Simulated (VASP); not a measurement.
# MgS (Fm-3m) in VASP: elastic constants with PBEsol

Aim: the elastic constants of MgS with PBEsol.

Program: VASP 6.6.1. These are calculated values, not measurements. Logs are shortened: lines on timing, memory, paths and dates and some standing lists are left out, and cuts for length are marked.

### 1 The cell of the first run

The structure is cubic, space group Fm-3m (No. 225). The conventional cell has a = 5.182 Å, b = 5.182 Å, c = 5.182 Å, α = 90.00°, β = 90.00°, γ = 90.00°. Within 3.4 Å of Mg (site symmetry m-3m) lie 6 S at 2.59 Å. S (site symmetry m-3m) has 6 Mg at 2.59 Å within 3.4 Å.

### 2 Elastic constants, PBEsol

INCAR reads:

```
SYSTEM = MgS
PREC     = Accurate       ! precision mode
ENCUT    = 600            ! plane-wave cutoff, eV
EDIFF    = 1E-8           ! SCF threshold, eV
ISMEAR   = 0              ! smearing method
SIGMA    = 0.05           ! smearing width, eV
LREAL    = .False.        ! projectors in reciprocal space
LASPH    = .True.         ! aspherical terms in the spheres
NELM     = 80             ! most SCF steps
ALGO     = Normal         ! electronic algorithm
ISIF     = 3              ! what is computed and relaxed
LWAVE    = .False.        ! write WAVECAR
LCHARG   = .False.        ! write CHGCAR
GGA      = PS             ! functional
NBANDS   = 11             ! bands
IBRION   = 6              ! ionic algorithm
NFREE    = 2            
POTIM    = 0.015          ! step
NSW      = 1              ! ionic steps
```

KPOINTS reads:

```
Automatic mesh
0
Gamma
  10 10 10
  0 0 0
```

POSCAR reads:

```
MgS
1.0
    0.0000000000      2.5910375066      2.5910375066
    2.5910375066      0.0000000000      2.5910375066
    2.5910375066      2.5910375066      0.0000000000
Mg S
1 1
Direct
    0.0000000000      0.0000000000      0.0000000000
    0.5000000000      0.5000000000      0.5000000000
```

Potentials or basis: VASP PAW PBE potentials, release 64 (Mg, S).

The run is started by

```bash
$ cat potpaw_PBE.64/Mg/POTCAR potpaw_PBE.64/S/POTCAR > POTCAR
$ mpirun -np 1 vasp_std > vasp.out
```

OUTCAR:

```text
SYSTEM = MgS
   PREC = Accurate
   ENCUT = 600
   EDIFF = 1E-8
   ISMEAR = 0
   LREAL = .False.
   LASPH = .True.
   NELM = 80
   ISIF = 3
   GGA = PS
   IBRION = 6
   NFREE = 2
   POTIM = 0.015
   NSW = 1

 ion  position               nearest neighbor table
   1  0.000  0.000  0.000-   2 2.59   2 2.59   2 2.59   2 2.59   2 2.59   2 2.59
   2  0.500  0.500  0.500-   1 2.59   1 2.59   1 2.59   1 2.59   1 2.59   1 2.59

  LATTYP: Found a face centered cubic cell.
 ALAT       =     5.1820750132

  Lattice vectors:

 A1 = (   0.0000000000,   2.5910375066,   2.5910375066)
 A2 = (   2.5910375066,   0.0000000000,   2.5910375066)
 A3 = (   2.5910375066,   2.5910375066,   0.0000000000)

Analysis of symmetry for initial positions (statically):
=====================================================================
 Subroutine PRICEL returns:
 Original cell was already a primitive cell.

 Routine SETGRP: Setting up the symmetry group for a
 face centered cubic supercell.

 Subroutine GETGRP returns: Found 48 space group operations
 (whereof 48 operations were pure point group operations)
 out of a pool of 48 trial point group operations.

The static configuration has the point symmetry O_h .

Analysis of symmetry for dynamics (positions and initial velocities):
=====================================================================
 Subroutine PRICEL returns:
 Original cell was already a primitive cell.

 Routine SETGRP: Setting up the symmetry group for a
 face centered cubic supercell.

 Subroutine GETGRP returns: Found 48 space group operations
 (whereof 48 operations were pure point group operations)
 out of a pool of 48 trial point group operations.

The dynamic configuration has the point symmetry O_h .

 Subroutine INISYM returns: Found 48 space group operations
 (whereof 48 operations are pure point group operations),
 and found     1 'primitive' translations

----------------------------------------------------------------------------------------

                                     Primitive cell

  volume of cell :      34.7897

  direct lattice vectors                    reciprocal lattice vectors
     0.000000000  2.591037507  2.591037507    -0.192972892  0.192972892  0.192972892
     2.591037507  0.000000000  2.591037507     0.192972892 -0.192972892  0.192972892
     2.591037507  2.591037507  0.000000000     0.192972892  0.192972892 -0.192972892

  length of vectors
     3.664280382  3.664280382  3.664280382     0.334238853  0.334238853  0.334238853

  position of ions in fractional coordinates (direct lattice)
     0.000000000  0.000000000  0.000000000
     0.500000000  0.500000000  0.500000000

  ion indices of the primitive-cell ions
   primitive index   ion index
                 1           1
                 2           2

----------------------------------------------------------------------------------------

 KPOINTS: Automatic mesh

Automatic generation of k-mesh.
 Grid dimensions read from file:
 generate k-points for:   10   10   10

 Generating k-lattice:

  Cartesian coordinates                     Fractional coordinates (reciprocal lattice)
    -0.019297289  0.019297289  0.019297289     0.100000000  0.000000000  0.000000000
     0.019297289 -0.019297289  0.019297289     0.000000000  0.100000000  0.000000000
[... 106 lines left out ...]
  free energy    TOTEN  =        -9.07573897 eV

  energy without entropy =       -9.07573897  energy(sigma->0) =       -9.07573897

------------------------ aborting loop because EDIFF is reached ----------------------------------------

  FORCE on cell =-STRESS in cart. coord.  units (eV):
  Direction    XX          YY          ZZ          XY          YZ          ZX
  --------------------------------------------------------------------------------------
  -------------------------------------------------------------------------------------
  Total       -0.0383641     -0.0383641     -0.0383641      0.0000000      0.0000000     -0.0000000
  in kB       -1.7667869     -1.7667869     -1.7667869      0.0000000      0.0000000     -0.0000000
  external PRESSURE =      -1.7667869 kB  Pullay stress =       0.0000000 kB
[... 89 lines left out ...]
  FREE ENERGIE OF THE ION-ELECTRON SYSTEM (eV)
  ---------------------------------------------------
  free  energy   TOTEN  =        -9.0723620297 eV

  energy  without entropy=       -9.0723620297  energy(sigma->0) =       -9.07236203

[... ionic steps 4 to 14 ...]

--------------------------------------- Ionic step       15  -------------------------------------------

 number of electron       8.0000000 magnetization

------------------------ aborting loop because EDIFF is reached ----------------------------------------
[... 67 lines left out ...]
--------------------------------------- Ionic step       17  -------------------------------------------

 number of electron       8.0000000 magnetization

 Free energy of the ion-electron system (eV)
  ---------------------------------------------------
  ext. energy  EPLUGINS =         0.00000000
  ---------------------------------------------------
  free energy    TOTEN  =        -9.07540165 eV

  energy without entropy =       -9.07540165  energy(sigma->0) =       -9.07540165

 E-fermi :   4.0495     XC(G=0):  -9.8874

 val. band max:        3.7849924277   @ k =   0.0000   0.0000   0.0000
 cond. band min:       6.5148813426   @ k =   0.5000   0.5000   0.0000
 fundamental gap:      2.7298889149
 Fermi energy:         4.0494868606

 k-point     1 :       0.0000    0.0000    0.0000
  band No.  band energies     occupation
      1      -8.9690      2.00000
      2       3.7846      2.00000
      3       3.7850      2.00000
      4       3.7850      2.00000
      5       7.4747      0.00000
      6      11.6312      0.00000
      7      11.6312      0.00000
      8      11.6316      0.00000
      9      14.1099      0.00000
     10      14.1105      0.00000
     11      16.1105      0.00000
[... 309 lines left out ...]
 k-point    24 :       0.4000    0.3000    0.0000
  band No.  band energies     occupation
      1      -7.6386      2.00000
      2       0.0875      2.00000
      3       2.0912      2.00000
      4       2.3764      2.00000
      5       7.6832      0.00000
      6       8.8548      0.00000
      7      13.2552      0.00000
      8      14.2889      0.00000
      9      15.8786      0.00000
     10      17.0694      0.00000
     11      20.4537      0.00000

 [... further k-points ...]
[... 5 lines left out ...]
  --------------------------------------------------------------------------------------
  -------------------------------------------------------------------------------------
  Total       -0.0325319     -0.0388486     -0.0388486     -0.0000000      0.0000000      0.0000000
  in kB       -1.4981953     -1.7891007     -1.7891007     -0.0000000      0.0000000      0.0000000
  external PRESSURE =      -1.6921323 kB  Pullay stress =       0.0000000 kB
[... 17 lines left out ...]
  FREE ENERGIE OF THE ION-ELECTRON SYSTEM (eV)
  ---------------------------------------------------
  free  energy   TOTEN  =        -9.0754016465 eV

  energy  without entropy=       -9.0754016465  energy(sigma->0) =       -9.07540165

 INTERNAL STRAIN TENSORS FROM STRAINED CELLS
 ============================================

 INTERNAL STRAIN TENSOR FOR ION    1 for displacements in x,y,z  (eV/Angst):
          X           Y           Z          XY          YZ          ZX
  --------------------------------------------------------------------------------
  x     0.00000    -0.00000    -0.00000     0.00000     0.00000    -0.00000
  y    -0.00000    -0.00000     0.00000     0.00000     0.00000     0.00000
  z     0.00000     0.00000     0.00000     0.00000     0.00000    -0.00000

 INTERNAL STRAIN TENSORS FROM DISPLACED ATOMS
 ============================================

 INTERNAL STRAIN TENSOR FOR ION    1 for displacements in x,y,z  (eV/Angst):
          X           Y           Z          XY          YZ          ZX
  --------------------------------------------------------------------------------
  x     0.00000     0.00000     0.00000     0.00000     0.00000     0.00000
  y     0.00000     0.00000     0.00000     0.00000     0.00000     0.00000
  z     0.00000     0.00000     0.00000     0.00000     0.00000     0.00000

 INTERNAL STRAIN TENSOR FOR ION    2 for displacements in x,y,z  (eV/Angst):
          X           Y           Z          XY          YZ          ZX
  --------------------------------------------------------------------------------
  x     0.00000     0.00000     0.00000     0.00000     0.00000     0.00000
  y     0.00000     0.00000     0.00000     0.00000     0.00000     0.00000
  z     0.00000     0.00000     0.00000     0.00000     0.00000     0.00000

 Eigenvectors and eigenvalues of the dynamical matrix
 ----------------------------------------------------

   1 f  =    7.285407 THz    45.775562 2PiTHz  243.015020 cm-1    30.130009 meV
             X         Y         Z           dx          dy          dz
      0.000000  0.000000  0.000000     0.000000    0.000000    0.754248
      2.591038  2.591038  2.591038     0.000000    0.000000   -0.656590
[... 21 lines left out ...]
   6 f/i=    0.000373 THz     0.002346 2PiTHz    0.012456 cm-1     0.001544 meV
             X         Y         Z           dx          dy          dz
      0.000000  0.000000  0.000000     0.652190   -0.074097    0.016372
      2.591038  2.591038  2.591038     0.749193   -0.085118    0.018807

--------------------------------------------------------------------------------------------------------

 ELASTIC MODULI CONTR FROM IONIC RELAXATION (kBar)
 Direction    XX          YY          ZZ          XY          YZ          ZX
 --------------------------------------------------------------------------------
 XX           0.0000      0.0000      0.0000      0.0000      0.0000      0.0000
 YY           0.0000      0.0000      0.0000      0.0000      0.0000      0.0000
 ZZ           0.0000      0.0000      0.0000      0.0000      0.0000      0.0000
 XY           0.0000      0.0000      0.0000      0.0000      0.0000      0.0000
 YZ           0.0000      0.0000      0.0000      0.0000      0.0000      0.0000
 ZX           0.0000      0.0000      0.0000      0.0000      0.0000      0.0000
 --------------------------------------------------------------------------------

 TOTAL ELASTIC MODULI (kBar)
 Direction    XX          YY          ZZ          XY          YZ          ZX
 --------------------------------------------------------------------------------
 XX        1532.4101    413.9150    413.9150      0.0000      0.0000     -0.0000
 YY         413.9150   1532.4101    413.9150      0.0000      0.0000     -0.0000
 ZZ         413.9150    413.9150   1532.4101      0.0000      0.0000      0.0000
 XY           0.0000      0.0000      0.0000    542.8246      0.0000      0.0000
 YZ           0.0000      0.0000      0.0000      0.0000    542.8246     -0.0000
 ZX          -0.0000     -0.0000      0.0000      0.0000     -0.0000    542.8246
 --------------------------------------------------------------------------------
```

Wall time 6.4 min (1 thread of Intel Xeon 6975P-C (Granite Rapids), shared host); peak memory 0.37 GiB.

Results:

```
Elastic constants C11, C12, C44                         : 153, 41, 54 GPa
Voigt bulk modulus                                      : 79 GPa
Highest phonon frequency at Γ, LO-TO splitting left out : 243 cm⁻¹
```

Phonon frequencies in cm⁻¹ (negative: imaginary):
```
              q point        frequencies
(0.000, 0.000, 0.000)  0 0 0 243 243 243
```

Elastic tensor in Voigt notation (GPa, in the Cartesian axes of the cell as first typed):
```
153  41  41   0   0   0
 41 153  41   0   0   0
 41  41 153   0   0   0
  0   0   0  54   0   0
  0   0   0   0  54   0
  0   0   0   0   0  54
```

Clamped-ion elastic tensor (GPa):
```
153  41  41   0   0   0
 41 153  41   0   0   0
 41  41 153   0   0   0
  0   0   0  54   0   0
  0   0   0   0  54   0
  0   0   0   0   0  54
```

Caveat: the PAW data sets were made with another functional, which shifts forces and pressure a little.
